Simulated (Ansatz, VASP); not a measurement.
**Two plane-wave programs on Al**

```
CELL_PARAMETERS angstrom
0.00000 2.02481 2.02481
2.02481 0.00000 2.02481
2.02481 2.02481 0.00000
ATOMIC_POSITIONS crystal
Al 0.00000 0.00000 0.00000
```

Alike in both runs: task single point; functional b88 exchange, pbe correlation; k mesh 11 × 11 × 11; occupations fermi-dirac, width 0.05 eV; no spin polarisation.

|  | VASP | Ansatz |
| --- | --- | --- |
| version | VASP 6.6.1 | Ansatz 0.2.0 |
| potentials or method | VASP PAW PBE potentials, release 64 (Al) | Ansatz PAW |
| plane-wave cutoff (eV) | 500 | 420 |
| valence electrons in the cell | 3 | 3 |

|  | VASP | Ansatz | Ansatz less VASP |
| --- | --- | --- | --- |
| gap on the k mesh at the Fermi level (eV) | none | none | - |
| pressure (GPa) | 0.1 | 0.2 | +0.15 |

VASP's potentials were made for PBE, not for b88 exchange, pbe correlation. A gap of «none» marks a metal or a gap that the smearing closes. The functional is the same, so the differences come from potentials, cutoffs and numerics.
